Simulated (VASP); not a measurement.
# SiMo3 (Pmm2) in VASP: single point with PBE

Aim: the single point of SiMo3 with PBE.

All numbers are computed with VASP 6.6.1; they aren't measurements. Logs are shortened: lines on timing, memory, paths and dates and some standing lists are left out, and cuts for length are marked.

## 1. The cell of the first run

The structure is orthorhombic, space group Pmm2 (No. 25). The conventional cell has a = 4.906 Å, b = 4.906 Å, c = 9.513 Å, α = 90.00°, β = 90.00°, γ = 90.00°. Within 3.6 Å of Si (site symmetry mm2) lie 12 Mo at 2.74 Å. Si (site symmetry mm2) has 12 Mo at 2.48 to 2.74 Å within 3.3 Å. Within 3.3 Å of Si (site symmetry mm2) lie 12 Mo at 2.48 to 2.74 Å. Within 3.6 Å of Si (site symmetry mm2) lie 12 Mo at 2.74 Å. Mo (site symmetry mm2) has 10 Mo at 2.15 to 3.00 Å and 4 Si at 2.62 to 2.74 Å within 3.1 Å. Within 3.2 Å of Mo (site symmetry mm2) lie 10 Mo at 2.45 to 3.00 Å and 4 Si at 2.74 Å. Within 3.2 Å of Mo (site symmetry m) lie 10 Mo at 2.45 to 3.00 Å and 4 Si at 2.48 to 2.74 Å. Mo (site symmetry m) has 10 Mo at 2.45 to 3.00 Å and 4 Si at 2.74 Å within 3.2 Å.

## 2. Single point, PBE (the distance across one plane changed)

File INCAR:

```
SYSTEM = SiMo3
  PREC = Accurate
  ENCUT = 520
  EDIFF = 1E-6
  ISMEAR = 0
  SIGMA = 0.15
  LREAL = Auto
  LASPH = .TRUE.
  NELM = 60
  ALGO = Fast
  ISIF = 2
  LWAVE = .FALSE.
  LCHARG = .TRUE.
  GGA = PE
  LVHAR = .TRUE.
  NBANDS = 106
  KPAR = 4
```

File KPOINTS:

```
regular mesh
0
G
  8 8 4
  0 0 0
```

File POSCAR:

```
SiMo3
1.0
    0.0000000000     -4.9064535175      0.0000000000
    0.0000000000      0.0000000000     -4.9064535175
    9.5129070351      0.0000000000      0.0000000000
Si Mo
4 12
Direct
    1.0000000000      0.0000000000      0.3223550317
    1.0000000000      0.0000000000      0.8381230823
    0.5000000000      0.5000000000      0.0644710063
    0.5000000000      0.5000000000      0.5802390570
    1.0000000000      0.5000000000      0.9670650950
    1.0000000000      0.5000000000      0.4512970443
    0.2500000000      0.0000000000      0.0644710063
    0.2500000000      0.0000000000      0.5802390570
    0.0000000000      0.5000000000      0.1934130190
    0.0000000000      0.5000000000      0.7091810696
    0.7500000000      1.0000000000      0.0644710063
    0.7500000000      1.0000000000      0.5802390570
    0.5000000000      0.2500000000      0.8381230823
    0.5000000000      0.2500000000      0.3223550317
    0.5000000000      0.7500000000      0.8381230823
    0.5000000000      0.7500000000      0.3223550317
```

Potentials or basis: VASP PAW PBE potentials, release 64 (Si, Mo_sv).

Launch:

```console
> cat potpaw_PBE.64/Si/POTCAR potpaw_PBE.64/Mo_sv/POTCAR > POTCAR
> mpirun -np 4 vasp_std > vasp.out
```

OUTCAR:

```text
SYSTEM = SiMo3
   PREC = Accurate
   ENCUT = 520
   EDIFF = 1E-6
   ISMEAR = 0
   LREAL = Auto
   LASPH = .TRUE.
   NELM = 60
   ISIF = 2
   GGA = PE

 ion  position               nearest neighbor table
   1  0.000  0.000  0.322-   6 2.74   6 2.74  12 2.74   8 2.74  16 2.74  14 2.74  14 2.74  16 2.74
                             9 2.74   9 2.74  11 2.74   7 2.74
   2  0.000  0.000  0.838-   7 2.48  11 2.48   8 2.74  12 2.74  13 2.74  15 2.74  13 2.74  15 2.74
                             5 2.74  10 2.74   5 2.74  10 2.74
   3  0.500  0.500  0.064-  13 2.48  15 2.48   5 2.62   5 2.62  11 2.74   7 2.74  11 2.74   7 2.74
                             9 2.74   9 2.74  14 2.74  16 2.74
   4  0.500  0.500  0.580-  10 2.74  10 2.74  14 2.74  15 2.74  16 2.74  13 2.74  12 2.74   8 2.74
                            12 2.74   8 2.74   6 2.74   6 2.74
   5  0.000  0.500  0.967-   9 2.15  10 2.45   3 2.62   3 2.62   2 2.74   2 2.74   7 2.90   7 2.90
                            11 2.90  11 2.90  13 3.00  15 3.00  13 3.00  15 3.00
   6  0.000  0.500  0.451-   9 2.45  10 2.45   1 2.74   1 2.74   4 2.74   4 2.74  14 3.00  16 3.00
                            14 3.00  16 3.00  12 3.00  12 3.00   8 3.00   8 3.00
   7  0.250  0.000  0.064-  11 2.45  11 2.45   2 2.48   3 2.74   3 2.74   1 2.74  13 2.77  15 2.77
                             5 2.90   5 2.90   9 3.00   9 3.00  14 3.00  16 3.00
   8  0.250  0.000  0.580-  12 2.45  12 2.45   1 2.74   2 2.74   4 2.74   4 2.74  10 3.00  10 3.00
                            16 3.00  13 3.00  14 3.00  15 3.00   6 3.00   6 3.00
   9  0.000  0.500  0.193-   5 2.15   6 2.45   3 2.74   3 2.74   1 2.74   1 2.74   7 3.00   7 3.00
                            11 3.00  11 3.00  14 3.00  16 3.00  14 3.00  16 3.00
  10  0.000  0.500  0.709-   6 2.45   5 2.45   4 2.74   4 2.74   2 2.74   2 2.74   8 3.00   8 3.00
                            12 3.00  12 3.00  13 3.00  15 3.00  13 3.00  15 3.00
  11  0.750  0.000  0.064-   7 2.45   7 2.45   2 2.48   3 2.74   3 2.74   1 2.74  13 2.77  15 2.77
                             5 2.90   5 2.90   9 3.00   9 3.00  14 3.00  16 3.00
  12  0.750  0.000  0.580-   8 2.45   8 2.45   1 2.74   2 2.74   4 2.74   4 2.74  10 3.00  10 3.00
                            16 3.00  13 3.00  14 3.00  15 3.00   6 3.00   6 3.00
  13  0.500  0.250  0.838-  15 2.45  15 2.45   3 2.48   4 2.74   2 2.74   2 2.74  11 2.77   7 2.77
                            12 3.00   8 3.00  10 3.00   5 3.00   5 3.00  10 3.00
  14  0.500  0.250  0.322-  16 2.45  16 2.45   4 2.74   1 2.74   1 2.74   3 2.74   6 3.00   6 3.00
                             8 3.00  12 3.00   9 3.00   9 3.00   7 3.00  11 3.00
  15  0.500  0.750  0.838-  13 2.45  13 2.45   3 2.48   4 2.74   2 2.74   2 2.74  11 2.77   7 2.77
                            12 3.00   8 3.00  10 3.00   5 3.00   5 3.00  10 3.00
  16  0.500  0.750  0.322-  14 2.45  14 2.45   4 2.74   1 2.74   1 2.74   3 2.74   6 3.00   6 3.00
                             8 3.00  12 3.00   9 3.00   9 3.00   7 3.00  11 3.00

  LATTYP: Found a simple tetragonal cell.
 ALAT       =     4.9064535175
 C/A-ratio  =     1.9388560395

  Lattice vectors:

 A1 = (   0.0000000000,  -4.9064535175,   0.0000000000)
 A2 = (   0.0000000000,   0.0000000000,  -4.9064535175)
 A3 = (   9.5129070351,   0.0000000000,   0.0000000000)

Analysis of symmetry for initial positions (statically):
=====================================================================
 Subroutine PRICEL returns:
 Original cell was already a primitive cell.

 Routine SETGRP: Setting up the symmetry group for a
 simple tetragonal supercell.

 Subroutine GETGRP returns: Found  4 space group operations
 (whereof  4 operations were pure point group operations)
 out of a pool of 16 trial point group operations.

The static configuration has the point symmetry C_2v.

Analysis of symmetry for dynamics (positions and initial velocities):
=====================================================================
 Subroutine PRICEL returns:
 Original cell was already a primitive cell.

 Routine SETGRP: Setting up the symmetry group for a
 simple tetragonal supercell.

 Subroutine GETGRP returns: Found  4 space group operations
 (whereof  4 operations were pure point group operations)
 out of a pool of 16 trial point group operations.

The dynamic configuration has the point symmetry C_2v.

 Subroutine INISYM returns: Found  4 space group operations
 (whereof  4 operations are pure point group operations),
 and found     1 'primitive' translations

----------------------------------------------------------------------------------------

                                     Primitive cell

  volume of cell :     229.0069

  direct lattice vectors                    reciprocal lattice vectors
     0.000000000 -4.906453518  0.000000000     0.000000000 -0.203813202  0.000000000
     0.000000000  0.000000000 -4.906453518     0.000000000  0.000000000 -0.203813202
     9.512907035  0.000000000  0.000000000     0.105120338  0.000000000  0.000000000

[... 58 lines left out ...]
  Shift w.r.t. Gamma in fractional coordinates (k-lattice)
     0.000000000  0.000000000  0.000000000

 Subroutine IBZKPT returns following result:
 ===========================================

 Found     75 irreducible k-points:

 Following reciprocal coordinates:
            Coordinates               Weight
  0.000000  0.000000  0.000000      1.000000
  0.125000  0.000000  0.000000      2.000000
  0.000000  0.125000  0.000000      2.000000
  0.250000  0.000000  0.000000      2.000000
  0.000000  0.250000  0.000000      2.000000
  0.375000  0.000000  0.000000      2.000000
[... 16 lines left out ...]
  0.500000  0.375000  0.000000      2.000000
 -0.375000  0.500000  0.000000      2.000000
 [... further k-points ...]
   k-points           NKPTS =     75   k-points in BZ     NKDIM =     75   number of bands    NBANDS=    106
   number of dos      NEDOS =    301   number of ions     NIONS =     16
   total plane-waves  NPLWV =  93312
   dimension x,y,z NGX =    36 NGY =   36 NGZ =   72
   dimension x,y,z NGXF=    72 NGYF=   72 NGZF=  144
   ions per type =               4  12
   NGX,Y,Z   is equivalent  to a cutoff of  12.20, 12.20, 12.58 a.u.
   NGXF,Y,Z  is equivalent  to a cutoff of  24.40, 24.40, 25.17 a.u.
 SYSTEM =  SiMo3
   PREC   = accura    normal or accurate (medium, high low for compatibility)
   ISTART =      0    job   : 0-new  1-cont  2-samecut
   ICHARG =      2    charge: 1-file 2-atom 10-const
   ISPIN  =      1    spin polarized calculation?
   LNONCOLLINEAR =      F non collinear calculations
   LSORBIT =      F    spin-orbit coupling
   LASPH  =      T    aspherical Exc in radial PAW
   ENCUT  =  520.0 eV  38.22 Ry    6.18 a.u.   9.12  9.12 17.69*2*pi/ulx,y,z
   NELM   =     60;   NELMIN=  2; NELMDL= -5     # of ELM steps
   EDIFF  = 0.1E-05   stopping-criterion for ELM
   LREAL  =      T    real-space projection
   EDIFFG = 0.1E-04   stopping-criterion for IOM
   NSW    =      0    number of steps for IOM
   IBRION =     -1    ionic relax: 0-MD 1-quasi-New 2-CG
   NFREE  =      0    steps in history (QN), initial steepest desc. (CG)
   ISIF   =      2    stress and relaxation
   ISYM   =      2    0-nonsym 1-usesym 2-fastsym
   POTIM  = 0.5000    time-step for ionic-motion
   TEBEG  =    0.0;   TEEND  =   0.0 temperature during run
   PSTRESS=    0.0 pullay stress
   NELECT =     184.0000    total number of electrons
   NUPDOWN=      -1.0000    fix difference up-down
   EMIN   =  10.00;   EMAX   =-10.00  energy-range for DOS
   EFERMI =   0.00;   METHOD = LEGACY
   ISMEAR =     0;   SIGMA  =   0.15  broadening in eV -4-tet -1-fermi 0-gaus
   EFERMI_NEDOS =   21; number of points for ismear=-14 and -15
   IALGO  =     68    algorithm
   IMIX   =      4    mixing-type and parameters
     AMIX     =   0.40;   BMIX     =  1.00
     AMIX_MAG =   1.60;   BMIX_MAG =  1.00
  volume/ion in A,a.u.               =      14.31        96.59
  Fermi-wavevector in a.u.,A,eV,Ry     =   1.521941  2.876052 31.515246  2.316305
  Thomas-Fermi vector in A             =   2.630588
   LORBIT       =      0    0 simple, 1 ext, 2 COOP (PROOUT), +10 PAW based schemes
   GGA     = PE    functional components
   LHFCALC =     F    Hartree Fock is set to
   AEXX    =    0.0000 exact exchange contribution
   IVDW    =     0    specifies the selected vdW correction
   LEPSILON=     F    determine dielectric tensor
   LRPA    =     F    only Hartree local field effects (RPA)
 non-spin polarized calculation
 RMM-DIIS sequential band-by-band and
 Gauss-broadening in eV      SIGMA  =   0.15
  energy-cutoff  :      520.00
  volume of cell :      229.01
 maximum number of plane-waves:      6200
   NGX = 19   NGY = 19   NGZ = 35

 number of electron     183.9999966 magnetization

 Free energy of the ion-electron system (eV)
  ---------------------------------------------------
  ext. energy  EPLUGINS =         0.00000000
  ---------------------------------------------------
  free energy    TOTEN  =      -156.33171797 eV

  energy without entropy =     -156.23692515  energy(sigma->0) =     -156.28432156

 E-fermi :  13.0765     XC(G=0): -13.2118

 val. band max:       13.0751793574   @ k =   0.5000   0.1250   0.5000
 cond. band min:      13.0773947630   @ k =   0.0000   0.1250   0.0000
 fundamental gap:      0.0022154055
 Fermi energy:        13.0764745015

 k-point     1 :       0.0000    0.0000    0.0000
  band No.  band energies     occupation
      1     -48.3368      2.00000
      2     -48.1334      2.00000
      3     -48.0927      2.00000
      4     -48.0800      2.00000
      5     -48.0054      2.00000
      6     -47.9760      2.00000
[... 2557 lines left out ...]
    103      14.4025      0.00000
    104      14.5634      0.00000

 [... further k-points ...]

 [bands above 104 left out]

------------------------ aborting loop because EDIFF is reached ----------------------------------------

  FORCE on cell =-STRESS in cart. coord.  units (eV):
  Direction    XX          YY          ZZ          XY          YZ          ZX
  --------------------------------------------------------------------------------------
  -------------------------------------------------------------------------------------
  Total       31.5001326      8.9703880     10.0157101      0.0000000      0.0000000      0.0000000
  in kB      220.3810937     62.7585905     70.0718685      0.0000000      0.0000000      0.0000000
  external PRESSURE =     117.7371842 kB  Pullay stress =       0.0000000 kB

 VOLUME and BASIS-vectors are now :
 -----------------------------------------------------------------------------
  energy-cutoff  :      520.00
  volume of cell :      229.01
      direct lattice vectors                 reciprocal lattice vectors
     0.000000000 -4.906453518  0.000000000     0.000000000 -0.203813202  0.000000000
     0.000000000  0.000000000 -4.906453518     0.000000000  0.000000000 -0.203813202
     9.512907035  0.000000000  0.000000000     0.105120338  0.000000000  0.000000000

 POSITION                                       TOTAL-FORCE (eV/Angst)
 -----------------------------------------------------------------------------------
      3.06653      0.00000      0.00000         0.223217      0.000000      0.000000
      7.97299      0.00000      0.00000        -2.331327      0.000000      0.000000
      0.61331     -2.45323     -2.45323         2.446240      0.000000      0.000000
      5.51976     -2.45323     -2.45323        -0.103671      0.000000      0.000000
      9.19960      0.00000     -2.45323        -5.103192      0.000000      0.000000
      4.29315      0.00000     -2.45323         0.536174      0.000000      0.000000
[... 8 lines left out ...]
      7.97299     -2.45323     -3.67984        -2.434333      0.000000      0.070240
      3.06653     -2.45323     -3.67984         0.133764      0.000000      0.013282
 -----------------------------------------------------------------------------------
    total drift:                                0.003239     -0.000000     -0.000000

  FREE ENERGIE OF THE ION-ELECTRON SYSTEM (eV)
  ---------------------------------------------------
  free  energy   TOTEN  =      -156.3317179691 eV

  energy  without entropy=     -156.2369251511  energy(sigma->0) =     -156.28432156
```

Run time: 21 min. Hardware: 4 MPI ranks of Oxide Virtual Turin-like, shared host; peak memory 1 GiB.

What came out:

| Property | Result |
| --- | --- |
| Free energy | -156.3317 eV |
| Pressure | 11.8 GPa |
| Largest force | 5.103 eV/Å |
| Band gap on the k mesh | zero (bands 92 and 93 overlap by 1.96 eV) |

Forces on the atoms (eV/Å):
```
Si   0.223  0.000  0.000
Si  -2.331  0.000  0.000
Si   2.446  0.000  0.000
Si  -0.104  0.000  0.000
Mo  -5.103  0.000  0.000
Mo   0.536  0.000  0.000
Mo   2.693 -0.146  0.000
Mo  -0.046  0.030  0.000
Mo   4.420  0.000  0.000
Mo  -0.780  0.000  0.000
Mo   2.693  0.146  0.000
Mo  -0.046 -0.030  0.000
Mo  -2.434  0.000 -0.070
Mo   0.134  0.000 -0.013
Mo  -2.434  0.000  0.070
Mo   0.134  0.000  0.013
```

Caveat: the cell differs from its parent crystal (the distance across one plane changed); the stress differs along the axes, from 6 to 22 GPa; forces of over 1 eV/Å act on the atoms, so gaps and moduli don't describe the material at rest.
